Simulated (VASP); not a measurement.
## Mo3Se4: single point with r2SCAN

Mo3Se4:

```xyz
14
Lattice="4.8478 2.7989 3.7956 -4.8478 2.7989 3.7956 0.0000 -5.5977 3.7956" Properties=species:S:1:pos:R:3 pbc="T T T"
Mo   -0.9206   -1.2771    4.4864
Mo    1.5663   -0.1587    4.4864
Mo   -0.6457    1.4358    4.4864
Mo    0.9206    1.2771    6.9004
Mo   -1.5663    0.1587    6.9004
Mo    0.6457   -1.4358    6.9004
Se    1.2207   -2.7507    4.7494
Se    1.7719    2.4325    4.7494
Se   -2.9925    0.3182    4.7494
Se   -1.2207    2.7507    6.6374
Se   -1.7719   -2.4325    6.6374
Se    2.9925   -0.3182    6.6374
Se    0.0000    0.0000    2.4334
Se    0.0000    0.0000    8.9535
```

```json
{"Program": "VASP 6.6.1", "Task": "single point", "Functional": "r2SCAN", "Potentials or basis": "VASP PAW PBE potentials, release 64 (Mo_sv, Se)", "Cutoff": "520 eV", "k mesh": "4 × 4 × 4", "Occupations": "gaussian, width 0.0104 eV", "Spin": "no spin polarisation"}
```

The pressure is -4.6 GPa. The largest force is 0.839 eV/Å. The band gap on the k mesh is zero (bands 66 and 67 overlap by 0.02 eV).

Forces on the atoms (eV/Å):
```
Mo   0.438  0.648  0.304
Mo  -0.780  0.056  0.304
Mo   0.342 -0.703  0.304
Mo  -0.438 -0.648 -0.304
Mo   0.780 -0.056 -0.304
Mo  -0.342  0.703 -0.304
Se  -0.002  0.486  0.104
Se  -0.420 -0.245  0.104
Se   0.422 -0.241  0.104
Se   0.002 -0.486 -0.104
Se   0.420  0.245 -0.104
Se  -0.422  0.241 -0.104
Se   0.000  0.000  0.790
Se   0.000  0.000 -0.790
```

Stress tensor (GPa, compression positive):
```
-4.50  0.00  0.00
 0.00 -4.50  0.00
 0.00  0.00 -4.75
```

Levels at points of the mesh, in eV from the Fermi level:
```
           k point  band 62  band 63  band 64  band 65  band 66  band 67  band 68  band 69  band 70  band 71
(0.00, 0.00, 0.00)    -0.87    -0.70    -0.14    -0.07    -0.07     0.59     0.59     1.62     1.71     1.71
(0.50, 0.00, 0.00)    -0.84    -0.61    -0.34    -0.11    -0.02     0.24     0.32     1.57     1.66     1.93
(0.50, 0.50, 0.00)    -1.03    -0.68    -0.59    -0.19    -0.05     0.06     0.30     1.50     1.60     2.00
(0.50, 0.50, 0.50)    -0.73    -0.62    -0.62    -0.39    -0.39    -0.02    -0.02     1.86     1.86     1.86
```

It took 41 min on 1 thread of Intel Xeon 8259CL, on a shared host, peak memory 0.52 GiB.

Caveat: the cell stands under tension; the PAW data sets were made with another functional, which shifts forces and pressure a little.
